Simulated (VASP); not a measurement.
Input of a VASP 6.6.1 run:

File INCAR:

```
SYSTEM = Si2W
PREC = Accurate
ENCUT = 520
EDIFF = 1E-6
ISMEAR = 0
SIGMA = 0.1
LREAL = .FALSE.
LASPH = .TRUE.
NELM = 80
ALGO = Normal
ISIF = 2
LWAVE = .FALSE.
LCHARG = .TRUE.
GGA = PE
LELF = .TRUE.
LVHAR = .TRUE.
NBANDS = 18
```

The input KPOINTS:

```
Automatic mesh
0
G
  10 10 18
  0 0 0
```

The input POSCAR:

```
Si2W
1.0
    2.7510215393     -4.0408079736      0.0000000000
    2.7510215393      4.0408079736      0.0000000000
    0.0000000000      0.0000000000      2.6771891642
Si W
2 1
Direct
    0.0000000000      0.5000000000      0.0000000000
    0.5000000000      0.0000000000      0.0000000000
    0.0000000000      0.0000000000      0.0000000000
```

Potentials or basis: VASP PAW PBE potentials, release 64 (Si, W_sv).

Run with:

```bash
$ cat potpaw_PBE.64/Si/POTCAR potpaw_PBE.64/W_sv/POTCAR > POTCAR
$ mpirun -np 1 vasp_std > vasp.out
```

Q: What does it give for the pressure?

A: 0.1 GPa.

Q: What does it give for the band gap on the k mesh?

A: Zero (band 11 reaches 8.53 eV, above the bottom of band 12 at 5.75 eV).

Stress tensor (GPa, compression positive):
```
0.01 0.00 0.00
0.00 0.03 0.00
0.00 0.00 0.12
```

Caveat: spin-orbit coupling is left out, which moves the levels of the heavy elements.
